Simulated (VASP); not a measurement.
# CuCl (F-43m) in VASP: elastic constants with r2SCAN+D3(BJ)

Aim: the elastic constants of CuCl with r2SCAN+D3(BJ).

Everything below comes from runs of VASP 6.6.1. Logs are shortened: lines on timing, memory, paths and dates and some standing lists are left out, and cuts for length are marked.

### 1 The cell of the first run

The structure is cubic, space group F-43m (No. 216). The conventional cell has a = 5.224 Å, b = 5.224 Å, c = 5.224 Å, α = 90.00°, β = 90.00°, γ = 90.00°. Within 3.0 Å of Cu (site symmetry -43m) lie 4 Cl at 2.26 Å. Cl (site symmetry -43m) has 4 Cu at 2.26 Å within 3.0 Å.

### 2 Elastic constants, r2SCAN+D3(BJ)

Contents of INCAR:

```
ALGO = Normal
EDIFF = 1E-8
ENCUT = 660
GGA_COMPAT = F
IBRION = 6
ISIF = 3
ISMEAR = 0
IVDW = 12
KPAR = 4
LASPH = T
LCHARG = F
LMIXTAU = T
LREAL = F
LWAVE = F
METAGGA = R2SCAN
NBANDS = 16
NELM = 120
NFREE = 2
NSW = 1
POTIM = 0.015
PREC = Accurate
SIGMA = 0.01
VDW_A1 = 0.49484001
VDW_A2 = 5.73083694
VDW_S6 = 1.0
VDW_S8 = 0.78981345
```

Contents of KPOINTS:

```
k-points
0
Gamma
  10 10 10
```

Contents of POSCAR:

```
CuCl
1.0
    0.0000000000      2.6121000000      2.6121000000
    2.6121000000      0.0000000000      2.6121000000
    2.6121000000      2.6121000000      0.0000000000
Cu Cl
1 1
Direct
    0.0000000000      0.0000000000      0.0000000000
    0.2500000000      0.2500000000      0.2500000000
```

Potentials or basis: VASP PAW PBE potentials, release 64 (Cu, Cl).

Launch:

```
cat potpaw_PBE.64/Cu/POTCAR potpaw_PBE.64/Cl/POTCAR > POTCAR
mpirun -np 4 vasp_std > vasp.out
```

OUTCAR:

```text
EDIFF = 1E-8
   ENCUT = 660
   IBRION = 6
   ISIF = 3
   ISMEAR = 0
   IVDW = 12
   LASPH = T
   LREAL = F
   METAGGA = R2SCAN
   NELM = 120
   NFREE = 2
   NSW = 1
   POTIM = 0.015
   PREC = Accurate
 IVDW          = 12

 ion  position               nearest neighbor table
   1  0.000  0.000  0.000-   2 2.26   2 2.26   2 2.26   2 2.26
   2  0.250  0.250  0.250-   1 2.26   1 2.26   1 2.26   1 2.26

  LATTYP: Found a face centered cubic cell.
 ALAT       =     5.2242000000

  Lattice vectors:

 A1 = (   0.0000000000,   2.6121000000,   2.6121000000)
 A2 = (   2.6121000000,   0.0000000000,   2.6121000000)
 A3 = (   2.6121000000,   2.6121000000,   0.0000000000)

Analysis of symmetry for initial positions (statically):
=====================================================================
 Subroutine PRICEL returns:
 Original cell was already a primitive cell.

 Routine SETGRP: Setting up the symmetry group for a
 face centered cubic supercell.

 Subroutine GETGRP returns: Found 24 space group operations
 (whereof 24 operations were pure point group operations)
 out of a pool of 48 trial point group operations.

The static configuration has the point symmetry T_d .

Analysis of symmetry for dynamics (positions and initial velocities):
=====================================================================
 Subroutine PRICEL returns:
 Original cell was already a primitive cell.

 Routine SETGRP: Setting up the symmetry group for a
 face centered cubic supercell.

 Subroutine GETGRP returns: Found 24 space group operations
 (whereof 24 operations were pure point group operations)
 out of a pool of 48 trial point group operations.

The dynamic configuration has the point symmetry T_d .

 Subroutine INISYM returns: Found 24 space group operations
 (whereof 24 operations are pure point group operations),
 and found     1 'primitive' translations

[... 351 lines left out ...]
  free energy    TOTEN  =       -17.92466002 eV

  energy without entropy =      -17.92466002  energy(sigma->0) =      -17.92466002

 E-fermi :   4.8856     XC(G=0): -10.5615

 val. band max:        4.8338964791   @ k =   0.0000   0.0000   0.0000
 cond. band min:       5.9508692238   @ k =   0.0000   0.0000   0.0000
 fundamental gap:      1.1169727447
 Fermi energy:         4.8856201387

 k-point     1 :       0.0000    0.0000    0.0000
  band No.  band energies     occupation
      1     -13.6337      2.00000
      2      -0.9129      2.00000
      3      -0.8832      2.00000
      4      -0.8532      2.00000
      5       2.9634      2.00000
      6       2.9638      2.00000
[... 433 lines left out ...]
      3      -1.0401      2.00000
      4      -0.9507      2.00000
      5       2.7078      2.00000
      6       3.1396      2.00000
[... 8 lines left out ...]
     15      18.4013      0.00000
     16      21.4623      0.00000

 [... further k-points ...]

------------------------ aborting loop because EDIFF is reached ----------------------------------------

 Edisp (eV)   -0.29660

 E8    (eV) :    -0.0880
[... 25 lines left out ...]
  FREE ENERGIE OF THE ION-ELECTRON SYSTEM (eV)
  ---------------------------------------------------
  free  energy   TOTEN  =       -18.2212576610 eV

  energy  without entropy=      -18.2212576610  energy(sigma->0) =      -18.22125766

 INTERNAL STRAIN TENSORS FROM STRAINED CELLS
 ============================================

 INTERNAL STRAIN TENSOR FOR ION    1 for displacements in x,y,z  (eV/Angst):
          X           Y           Z          XY          YZ          ZX
  --------------------------------------------------------------------------------
  x     0.00000    -0.00000    -0.00000     0.00000     6.35124     0.00000
  y    -0.00000    -0.00000    -0.00000    -0.00000     0.00000     6.35785
  z    -0.00000     0.00000     0.00000     6.35737     0.00000     0.00000

 INTERNAL STRAIN TENSORS FROM DISPLACED ATOMS
 ============================================

 INTERNAL STRAIN TENSOR FOR ION    1 for displacements in x,y,z  (eV/Angst):
          X           Y           Z          XY          YZ          ZX
  --------------------------------------------------------------------------------
  x     0.00000    -0.00000    -0.00000     0.00000     6.39252     0.00000
  y     0.00000     0.00000    -0.00000     0.00000     0.00000     6.39252
  z    -0.00000     0.00000     0.00000     6.39252     0.00000     0.00000

 INTERNAL STRAIN TENSOR FOR ION    2 for displacements in x,y,z  (eV/Angst):
          X           Y           Z          XY          YZ          ZX
  --------------------------------------------------------------------------------
  x     0.00000    -0.00000     0.00000     0.00000    -6.28307     0.00000
  y    -0.00000    -0.00000     0.00000     0.00000     0.00000    -6.28307
  z     0.00000     0.00000     0.00000    -6.28307     0.00000     0.00000

 Eigenvectors and eigenvalues of the dynamical matrix
 ----------------------------------------------------

   1 f  =    5.928167 THz    37.247769 2PiTHz  197.742352 cm-1    24.516916 meV
             X         Y         Z           dx          dy          dz
      0.000000  0.000000  0.000000     0.000000    0.598441    0.000000
      1.306050  1.306050  1.306050     0.000000   -0.801167    0.000000
[... 21 lines left out ...]
   6 f/i=    0.000105 THz     0.000659 2PiTHz    0.003501 cm-1     0.000434 meV
             X         Y         Z           dx          dy          dz
      0.000000  0.000000  0.000000     0.000000    0.000000    0.801167
      1.306050  1.306050  1.306050     0.000000    0.000000    0.598441

--------------------------------------------------------------------------------------------------------

 ELASTIC MODULI CONTR FROM IONIC RELAXATION (kBar)
 Direction    XX          YY          ZZ          XY          YZ          ZX
 --------------------------------------------------------------------------------
 XX          -0.0000     -0.0000      0.0000      0.0000      0.0000     -0.0000
 YY          -0.0000     -0.0000      0.0000      0.0000     -0.0000     -0.0000
 ZZ           0.0000      0.0000     -0.0000      0.0000      0.0000      0.0000
 XY           0.0000      0.0000      0.0000   -551.7382     -0.0000      0.0000
 YZ           0.0000     -0.0000      0.0000     -0.0000   -551.7382      0.0000
 ZX          -0.0000     -0.0000      0.0000      0.0000      0.0000   -551.7382
 --------------------------------------------------------------------------------

 TOTAL ELASTIC MODULI (kBar)
 Direction    XX          YY          ZZ          XY          YZ          ZX
 --------------------------------------------------------------------------------
 XX         783.4151    729.4744    729.4744      0.0000     -0.0000      0.0000
 YY         729.4744    783.4151    729.4744      0.0000      0.0000     -0.0000
 ZZ         729.4744    729.4744    783.4151      0.0000      0.0000      0.0000
 XY           0.0000      0.0000      0.0000     48.3911     -0.0000      0.0000
 YZ          -0.0000      0.0000      0.0000     -0.0000     48.3911      0.0000
 ZX           0.0000     -0.0000      0.0000      0.0000      0.0000     48.3911
 --------------------------------------------------------------------------------
```

stdout:

```text
POSCAR found type information on POSCAR CuCl
 POSCAR found :  2 types and       2 ions
 scaLAPACK will be used
 -----------------------------------------------------------------------------
|                                                                             |
|                                                                             |
|     You enforced a specific xc type in the INCAR file but a different       |
|     I HOPE YOU KNOW WHAT YOU ARE DOING!                                     |
|                                                                             |
[... 33 lines left out ...]
 Finite differences progress:
 bond charge predicted
 Finite differences progress:
 bond charge predicted
 Finite differences progress:
 bond charge predicted
 Finite differences progress:
 bond charge predicted
 Finite differences progress:
 bond charge predicted
 Finite differences progress:
```

Run time: 33 min. Hardware: 4 MPI ranks of Intel Xeon Platinum 8488C (Sapphire Rapids), shared host; peak memory 0.49 GiB.

What came out:

```yaml
Elastic_constants_C11_C12_C44: 78, 73, 5 GPa
Voigt_bulk_modulus: 75 GPa
Highest_phonon_frequency_at_Γ_LO-TO_splitting_left_out: 198 cm⁻¹
Dispersion_energy_per_atom: -0.148 eV
```

Phonon frequencies in cm⁻¹ (negative: imaginary):
| q point | frequencies |
| --- | --- |
| (0.000, 0.000, 0.000) | 0 0 0 198 198 198 |

Elastic tensor in Voigt notation (GPa, in the Cartesian axes of the cell as first typed):
```
78 73 73  0  0  0
73 78 73  0  0  0
73 73 78  0  0  0
 0  0  0  5  0  0
 0  0  0  0  5  0
 0  0  0  0  0  5
```

Clamped-ion elastic tensor (GPa):
```
78 73 73  0  0  0
73 78 73  0  0  0
73 73 78  0  0  0
 0  0  0 60  0  0
 0  0  0  0 60  0
 0  0  0  0  0 60
```

Caveat: the cell is under stress, which shifts elastic constants; the PAW data sets were made with another functional, which shifts forces and pressure a little.
